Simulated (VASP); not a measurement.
Here is a VASP 6.6.1 calculation.

The input INCAR:

```
SYSTEM = Ta
ALGO = Normal ; EDIFF = 1E-6
ENCUT = 520 ; GGA = CA
ISIF = 2 ; ISMEAR = -1
LASPH = .True. ; LCHARG = .False.
LREAL = Auto ; LWAVE = .False.
NBANDS = 102 ; NELM = 100
PREC = Accurate ; SIGMA = 0.17
```

KPOINTS

```
k-points
0
Gamma
  2 2 2
  0 0 0
```

Contents of POSCAR:

```
Ta
1.0
    6.9357050000      0.0000000000      0.0000000000
    0.0000000000      6.9357050000      0.0000000000
    0.0000000000      0.0000000000      6.9357050000
Ta
16
Direct
    0.0389722458     -0.0374295043     -0.0657034865
    0.4846515243     -0.0119958966     -0.0193491505
   -0.0233141404      0.4943693539      0.0002306903
   -0.0455180836     -0.0309413391      0.5010305369
    0.2017819385      0.1828220779      0.2230919568
    0.4646391391      0.4768080534     -0.0156725236
    0.4728286454     -0.0250298996      0.4521386074
    0.7262852154      0.2687109674      0.3357841777
   -0.0285911814      0.5196011076      0.4860933387
    0.1983215837      0.7020483138      0.2454400814
    0.2414318371      0.1685336963      0.7165673857
    0.4506247022      0.4946721350      0.4914568887
    0.7372430056      0.7766622139      0.2722434129
    0.7123717055      0.2358375969      0.7900278342
    0.2578252679      0.7464994546      0.7334510335
    0.7218155905      0.7289381541      0.7728125692
```

Potentials or basis: VASP PAW LDA potentials, release 64 (Ta_pv).

Command:

```bash
$ cat potpaw_LDA.64/Ta_pv/POTCAR > POTCAR
$ mpirun -np 1 vasp_std > vasp.out
```

Question: Estimate the largest force.

Answer: 4.089 eV/Å.

Question: Estimate the band gap on the k mesh.

Answer: Zero (bands 88 and 89 overlap by 0.92 eV).

Forces in eV/Å, atoms in the order of the input:
```
Ta  -3.103 -0.228  2.653
Ta  -0.446 -0.756  1.063
Ta  -0.081 -0.650  0.170
Ta   1.180  1.081  0.830
Ta   0.063  1.670  0.252
Ta   0.271  0.040  0.851
Ta  -0.286  0.350  1.815
Ta  -0.324 -0.781 -1.984
Ta  -0.197 -1.024  1.388
Ta   1.635  1.457 -1.326
Ta   0.669  3.048 -0.786
Ta   0.497 -0.303  0.447
Ta  -0.616 -2.533 -2.056
Ta   1.010  0.678 -1.779
Ta  -0.274 -2.296 -0.819
Ta   0.000  0.249 -0.720
```

Caveat: the k points lie up to 0.45 Å⁻¹ apart, too coarse for converged energies and pressures of a metal; spin-orbit coupling is left out, which moves the levels of the heavy elements; forces of over 1 eV/Å act on the atoms, so gaps and moduli don't describe the material at rest.
